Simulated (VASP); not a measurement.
# GaN (F-43m) in VASP: single point with r2SCAN

Aim: the single point of GaN with r2SCAN.

Program: VASP 6.6.1. These are calculated values, not measurements. Logs are shortened: lines on timing, memory, paths and dates and some standing lists are left out, and cuts for length are marked.

## (1) The cell of the first run

Symmetry: F-43m, No. 216, cubic system. The conventional cell has a = 4.507 Å, b = 4.507 Å, c = 4.507 Å, α = 90.00°, β = 90.00°, γ = 90.00°. Ga (site symmetry -43m) has 4 N at 1.95 Å within 2.6 Å. N (site symmetry -43m) has 4 Ga at 1.95 Å within 2.6 Å.

## (2) Single point, r2SCAN

File POSCAR:

```
GaN
1.0
    0.0000000000      2.2535000000      2.2535000000
    2.2535000000      0.0000000000      2.2535000000
    2.2535000000      2.2535000000      0.0000000000
Ga N
1 1
Direct
    0.0000000000      0.0000000000      0.0000000000
    0.2500000000      0.2500000000      0.2500000000
```

File INCAR.step1:

```
PREC = Accurate ; ENCUT = 1460
ISMEAR = 0 ; SIGMA = 0.01
LREAL = False ; LASPH = True
NELM = 120 ; NBANDS = 16
GGA = PE ; ALGO = Normal
EDIFF = 1E-5 ; LWAVE = True
LCHARG = False ; GGA_COMPAT = False
```

File INCAR.step2:

```
PREC = Accurate ; ENCUT = 1460
EDIFF = 1E-6 ; ISMEAR = 0
SIGMA = 0.01 ; LREAL = False
LASPH = True ; NELM = 120
ALGO = Normal ; ISIF = 2
LWAVE = False ; LCHARG = False
METAGGA = R2SCAN ; LMIXTAU = True
NBANDS = 16 ; ISTART = 1
GGA_COMPAT = False
```

File KPOINTS:

```
regular mesh
0
Gamma
  8 8 8
```

Potentials or basis: VASP PAW PBE potentials, release 64 (Ga_d, N_h).

The run is started by

```console
$ cat potpaw_PBE.64/Ga_d/POTCAR potpaw_PBE.64/N_h/POTCAR > POTCAR
$ cp INCAR.step1 INCAR
$ mpirun -np 1 vasp_std > vasp.out
$ cp INCAR.step2 INCAR
$ mpirun -np 1 vasp_std > vasp.out
```

OUTCAR:

```text
PREC = Accurate
   ENCUT = 1460
   EDIFF = 1E-6
   ISMEAR = 0
   LREAL = False
   LASPH = True
   NELM = 120
   ISIF = 2
   METAGGA = R2SCAN
   ISTART = 1

 ion  position               nearest neighbor table
   1  0.000  0.000  0.000-   2 1.95   2 1.95   2 1.95   2 1.95
   2  0.250  0.250  0.250-   1 1.95   1 1.95   1 1.95   1 1.95

  LATTYP: Found a face centered cubic cell.
 ALAT       =     4.5070000000

  Lattice vectors:

 A1 = (   0.0000000000,   2.2535000000,   2.2535000000)
 A2 = (   2.2535000000,   0.0000000000,   2.2535000000)
 A3 = (   2.2535000000,   2.2535000000,   0.0000000000)

Analysis of symmetry for initial positions (statically):
=====================================================================
 Subroutine PRICEL returns:
 Original cell was already a primitive cell.

 Routine SETGRP: Setting up the symmetry group for a
 face centered cubic supercell.

 Subroutine GETGRP returns: Found 24 space group operations
 (whereof 24 operations were pure point group operations)
 out of a pool of 48 trial point group operations.

The static configuration has the point symmetry T_d .

Analysis of symmetry for dynamics (positions and initial velocities):
=====================================================================
 Subroutine PRICEL returns:
 Original cell was already a primitive cell.

 Routine SETGRP: Setting up the symmetry group for a
 face centered cubic supercell.

 Subroutine GETGRP returns: Found 24 space group operations
 (whereof 24 operations were pure point group operations)
 out of a pool of 48 trial point group operations.

The dynamic configuration has the point symmetry T_d .

 Subroutine INISYM returns: Found 24 space group operations
 (whereof 24 operations are pure point group operations),
 and found     1 'primitive' translations

----------------------------------------------------------------------------------------

                                     Primitive cell

  volume of cell :      22.8877

  direct lattice vectors                    reciprocal lattice vectors
     0.000000000  2.253500000  2.253500000    -0.221877080  0.221877080  0.221877080
     2.253500000  0.000000000  2.253500000     0.221877080 -0.221877080  0.221877080
     2.253500000  2.253500000  0.000000000     0.221877080  0.221877080 -0.221877080

  length of vectors
     3.186930263  3.186930263  3.186930263     0.384302376  0.384302376  0.384302376

  position of ions in fractional coordinates (direct lattice)
     0.000000000  0.000000000  0.000000000
     0.250000000  0.250000000  0.250000000

  ion indices of the primitive-cell ions
   primitive index   ion index
                 1           1
                 2           2

----------------------------------------------------------------------------------------

 KPOINTS: regular mesh

Automatic generation of k-mesh.
 Grid dimensions read from file:
 generate k-points for:    8    8    8

 Generating k-lattice:

  Cartesian coordinates                     Fractional coordinates (reciprocal lattice)
    -0.027734635  0.027734635  0.027734635     0.125000000  0.000000000  0.000000000
     0.027734635 -0.027734635  0.027734635     0.000000000  0.125000000  0.000000000
     0.027734635  0.027734635 -0.027734635     0.000000000  0.000000000  0.125000000

  Length of vectors
     0.048037797  0.048037797  0.048037797

  Shift w.r.t. Gamma in fractional coordinates (k-lattice)
     0.000000000  0.000000000  0.000000000

 Subroutine IBZKPT returns following result:
 ===========================================

 Found     29 irreducible k-points:

 Following reciprocal coordinates:
            Coordinates               Weight
  0.000000  0.000000  0.000000      1.000000
  0.125000  0.000000  0.000000      8.000000
  0.250000  0.000000  0.000000      8.000000
  0.375000  0.000000  0.000000      8.000000
  0.500000  0.000000  0.000000      4.000000
  0.125000  0.125000  0.000000      6.000000
[... 16 lines left out ...]
  0.500000  0.250000  0.125000     48.000000
 -0.375000  0.250000  0.125000     24.000000
 [... further k-points ...]
   k-points           NKPTS =     29   k-points in BZ     NKDIM =     29   number of bands    NBANDS=     16
   number of dos      NEDOS =    301   number of ions     NIONS =      2
   total plane-waves  NPLWV =  64000
   dimension x,y,z NGX =    40 NGY =   40 NGZ =   40
   dimension x,y,z NGXF=    80 NGYF=   80 NGZF=   80
   ions per type =               1   1
   NGX,Y,Z   is equivalent  to a cutoff of  20.87, 20.87, 20.87 a.u.
   NGXF,Y,Z  is equivalent  to a cutoff of  41.73, 41.73, 41.73 a.u.
 SYSTEM =  unknown system
   PREC   = accura    normal or accurate (medium, high low for compatibility)
   ISTART =      1    job   : 0-new  1-cont  2-samecut
   ICHARG =      0    charge: 1-file 2-atom 10-const
   ISPIN  =      1    spin polarized calculation?
   LNONCOLLINEAR =      F non collinear calculations
   LSORBIT =      F    spin-orbit coupling
   LASPH  =      T    aspherical Exc in radial PAW
   ENCUT  = 1460.0 eV 107.31 Ry   10.36 a.u.   9.93  9.93  9.93*2*pi/ulx,y,z
   NELM   =    120;   NELMIN=  2; NELMDL=  0     # of ELM steps
   EDIFF  = 0.1E-05   stopping-criterion for ELM
   LREAL  =      F    real-space projection
   EDIFFG = 0.1E-04   stopping-criterion for IOM
   NSW    =      0    number of steps for IOM
   IBRION =     -1    ionic relax: 0-MD 1-quasi-New 2-CG
   NFREE  =      0    steps in history (QN), initial steepest desc. (CG)
   ISIF   =      2    stress and relaxation
   ISYM   =      2    0-nonsym 1-usesym 2-fastsym
   POTIM  = 0.5000    time-step for ionic-motion
   TEBEG  =    0.0;   TEEND  =   0.0 temperature during run
   PSTRESS=    0.0 pullay stress
   NELECT =      18.0000    total number of electrons
   NUPDOWN=      -1.0000    fix difference up-down
   EMIN   =  10.00;   EMAX   =-10.00  energy-range for DOS
   EFERMI =   0.00;   METHOD = LEGACY
   ISMEAR =     0;   SIGMA  =   0.01  broadening in eV -4-tet -1-fermi 0-gaus
   EFERMI_NEDOS =   21; number of points for ismear=-14 and -15
   IALGO  =     38    algorithm
   IMIX   =      4    mixing-type and parameters
     AMIX     =   0.40;   BMIX     =  1.00
     AMIX_MAG =   1.60;   BMIX_MAG =  1.00
  volume/ion in A,a.u.               =      11.44        77.23
  Fermi-wavevector in a.u.,A,eV,Ry     =   1.511117  2.855597 31.068560  2.283475
  Thomas-Fermi vector in A             =   2.621217
   LORBIT       =      0    0 simple, 1 ext, 2 COOP (PROOUT), +10 PAW based schemes
   METAGGA = R2SCAN    functional components
   LHFCALC =     F    Hartree Fock is set to
   AEXX    =    0.0000 exact exchange contribution
   IVDW    =     0    specifies the selected vdW correction
   LEPSILON=     F    determine dielectric tensor
   LRPA    =     F    only Hartree local field effects (RPA)
 non-spin polarized calculation
 Gauss-broadening in eV      SIGMA  =   0.01
  energy-cutoff  :     1460.00
  volume of cell :       22.89
 maximum number of plane-waves:      2922
   NGX = 19   NGY = 19   NGZ = 19

 number of electron      17.9999999 magnetization

 Free energy of the ion-electron system (eV)
  ---------------------------------------------------
  ext. energy  EPLUGINS =         0.00000000
  ---------------------------------------------------
  free energy    TOTEN  =       -21.90029906 eV

  energy without entropy =      -21.90029906  energy(sigma->0) =      -21.90029906

 E-fermi :   5.4856     XC(G=0): -12.6258

 val. band max:        5.3113181543   @ k =   0.0000   0.0000   0.0000
 cond. band min:       7.4300158398   @ k =   0.0000   0.0000   0.0000
 fundamental gap:      2.1186976855
 Fermi energy:         5.4855538811

 k-point     1 :       0.0000    0.0000    0.0000
  band No.  band energies     occupation
      1     -11.4197      2.00000
      2      -8.5193      2.00000
      3      -8.5193      2.00000
      4      -8.5193      2.00000
      5      -8.1684      2.00000
      6      -8.1684      2.00000
[... 8 lines left out ...]
     15      25.0399      0.00000
     16      25.0399      0.00000

 k-point     2 :       0.1250    0.0000    0.0000
  band No.  band energies     occupation
      1     -11.2506      2.00000
      2      -8.4979      2.00000
      3      -8.4979      2.00000
      4      -8.4531      2.00000
      5      -8.1699      2.00000
      6      -8.1699      2.00000
[... 8 lines left out ...]
     15      23.3135      0.00000
     16      23.4323      0.00000

 k-point     3 :       0.2500    0.0000    0.0000
  band No.  band energies     occupation
      1     -10.8623      2.00000
      2      -8.4546      2.00000
      3      -8.4546      2.00000
      4      -8.1637      2.00000
      5      -8.1637      2.00000
      6      -8.1603      2.00000
[... 8 lines left out ...]
     15      22.9418      0.00000
     16      22.9418      0.00000

 k-point     4 :       0.3750    0.0000    0.0000
  band No.  band energies     occupation
      1     -10.5418      2.00000
      2      -8.4281      2.00000
      3      -8.4281      2.00000
      4      -8.1393      2.00000
      5      -8.1393      2.00000
      6      -7.5184      2.00000
[... 8 lines left out ...]
     15      24.4907      0.00000
     16      24.4907      0.00000
[... 324 lines left out ...]
 k-point    22 :       0.3750    0.2500    0.1250
  band No.  band energies     occupation
      1     -10.6104      2.00000
      2      -8.4077      2.00000
      3      -8.3881      2.00000
      4      -8.2540      2.00000
      5      -8.1401      2.00000
      6      -7.8199      2.00000
[... 8 lines left out ...]
     15      25.3349      0.00000
     16      27.6576      0.00000

 k-point    23 :       0.5000    0.2500    0.1250
  band No.  band energies     occupation
      1     -10.3964      2.00000
      2      -8.3968      2.00000
      3      -8.3543      2.00000
      4      -8.2185      2.00000
      5      -8.1339      2.00000
      6      -7.1733      2.00000
[... 8 lines left out ...]
     15      25.4884      0.00000
     16      27.4113      0.00000

 k-point    24 :      -0.3750    0.2500    0.1250
  band No.  band energies     occupation
      1     -10.3275      2.00000
      2      -8.4006      2.00000
      3      -8.3413      2.00000
      4      -8.1905      2.00000
      5      -8.1369      2.00000
      6      -6.7521      2.00000
[... 8 lines left out ...]
     15      25.0275      0.00000
     16      27.3823      0.00000

 [... further k-points ...]
[... 5 lines left out ...]
  --------------------------------------------------------------------------------------
  -------------------------------------------------------------------------------------
  Total       -0.0116267     -0.0116267     -0.0116267      0.0000000     -0.0000000      0.0000000
  in kB       -0.8138902     -0.8138902     -0.8138902      0.0000000     -0.0000000      0.0000000
  external PRESSURE =      -0.8138902 kB  Pullay stress =       0.0000000 kB

 VOLUME and BASIS-vectors are now :
 -----------------------------------------------------------------------------
  energy-cutoff  :     1460.00
  volume of cell :       22.89
      direct lattice vectors                 reciprocal lattice vectors
     0.000000000  2.253500000  2.253500000    -0.221877080  0.221877080  0.221877080
     2.253500000  0.000000000  2.253500000     0.221877080 -0.221877080  0.221877080
     2.253500000  2.253500000  0.000000000     0.221877080  0.221877080 -0.221877080

 POSITION                                       TOTAL-FORCE (eV/Angst)
 -----------------------------------------------------------------------------------
      0.00000      0.00000      0.00000         0.000000      0.000000     -0.000000
      1.12675      1.12675      1.12675        -0.000000     -0.000000      0.000000
 -----------------------------------------------------------------------------------
    total drift:                               -0.000000     -0.000000     -0.000000

  FREE ENERGIE OF THE ION-ELECTRON SYSTEM (eV)
  ---------------------------------------------------
  free  energy   TOTEN  =       -21.9002990637 eV

  energy  without entropy=      -21.9002990637  energy(sigma->0) =      -21.90029906
```

It took 85 s on 1 thread of Intel Xeon Platinum 8488C (Sapphire Rapids), shared host; peak memory 0.29 GiB.

What came out:

| Quantity | Value |
| --- | --- |
| Free energy | -21.9003 eV |
| Pressure | -0.1 GPa |
| Band gap on the k mesh | 2.12 eV |

Caveat: the PAW data sets were made with another functional, which shifts forces and pressure a little.
